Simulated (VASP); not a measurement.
Set up this calculation in VASP 6.6.1, as the native input.

- Task: single point
- Functional: r2SCAN
- Potentials or basis: VASP PAW PBE potentials, release 64 (Si, O)
- Cutoff: 520 eV
- k mesh: 4 × 4 × 4
- Occupations: fermi-dirac, width 0.02 eV
- Spin: no spin polarisation
- Dipole correction: no
- Further INCAR settings: ALGO = Normal; EDIFF = 1e-06; NBANDS = 44

The system is SiO2.

```xyz
12
Lattice="4.9792 0.0000 0.0000 0.0000 4.9792 0.0000 0.0000 0.0000 6.9150" Properties=species:S:1:pos:R:3 pbc="T T T"
Si    3.9956    3.9956    3.4575
Si    3.4732    1.5060    1.7287
Si    0.9836    0.9836    0.0000
Si    1.5060    3.4732    5.1862
O     1.3037    1.9455    5.6602
O     0.5440    3.7933    3.9315
O     3.6755    3.0336    2.2027
O     4.4351    1.1859    0.4740
O     3.7933    0.5440    2.9835
O     3.0336    3.6755    4.7122
O     1.1859    4.4351    6.4410
O     1.9455    1.3037    1.2547
```

The input as run:

POSCAR

```
SiO2
1.0
    4.9791834864      0.0000000000      0.0000000000
    0.0000000000      4.9791834864      0.0000000000
    0.0000000000      0.0000000000      6.9149642955
Si O
4 8
Direct
    0.8024550271      0.8024550271      0.5000000000
    0.6975449729      0.3024550271      0.2500000000
    0.1975449729      0.1975449729      0.0000000000
    0.3024550271      0.6975449729      0.7500000000
    0.2618307318      0.3907355320      0.8185481899
    0.1092644680      0.7618307318      0.5685481899
    0.7381692682      0.6092644680      0.3185481899
    0.8907355320      0.2381692682      0.0685481899
    0.7618307318      0.1092644680      0.4314518101
    0.6092644680      0.7381692682      0.6814518101
    0.2381692682      0.8907355320      0.9314518101
    0.3907355320      0.2618307318      0.1814518101
```

INCAR.step1

```
SYSTEM = SiO2
PREC     = Accurate       ! precision mode
ENCUT    = 520            ! plane-wave cutoff, eV
ISMEAR   = -1             ! smearing method
SIGMA    = 0.02           ! smearing width, eV
LREAL    = .FALSE.        ! projectors in reciprocal space
LASPH    = .TRUE.         ! aspherical terms in the spheres
NELM     = 80             ! most SCF steps
NBANDS   = 44             ! bands
GGA      = PE             ! functional
ALGO     = Normal         ! electronic algorithm
EDIFF    = 1E-4           ! SCF threshold, eV
LWAVE    = .TRUE.         ! write WAVECAR
LCHARG   = .FALSE.        ! write CHGCAR
```

INCAR.step2

```
SYSTEM = SiO2
PREC     = Accurate       ! precision mode
ENCUT    = 520            ! plane-wave cutoff, eV
EDIFF    = 1E-6           ! SCF threshold, eV
ISMEAR   = -1             ! smearing method
SIGMA    = 0.02           ! smearing width, eV
LREAL    = .FALSE.        ! projectors in reciprocal space
LASPH    = .TRUE.         ! aspherical terms in the spheres
NELM     = 80             ! most SCF steps
ALGO     = Normal         ! electronic algorithm
ISIF     = 2              ! what is computed and relaxed
LWAVE    = .FALSE.        ! write WAVECAR
LCHARG   = .FALSE.        ! write CHGCAR
METAGGA  = R2SCAN         ! meta-GGA
LMIXTAU  = .TRUE.       
NBANDS   = 44             ! bands
ISTART   = 1
```

KPOINTS

```
Automatic mesh
0
G
  4 4 4
  0 0 0
```

Potentials or basis: VASP PAW PBE potentials, release 64 (Si, O).

The run is started by

```sh
$ cat potpaw_PBE.64/Si/POTCAR potpaw_PBE.64/O/POTCAR > POTCAR
$ cp INCAR.step1 INCAR
$ mpirun -np 1 vasp_std > vasp.out
$ cp INCAR.step2 INCAR
$ mpirun -np 1 vasp_std > vasp.out
```

It gave:

The pressure is 0.2 GPa. The largest force is 0.027 eV/Å and the band gap on the k mesh is 6.35 eV.

Caveat: the PAW data sets were made with another functional, which shifts forces and pressure a little.

Run time: 9.7 min on 1 thread of Intel Xeon 8259CL, on a shared host, peak memory 0.36 GiB.
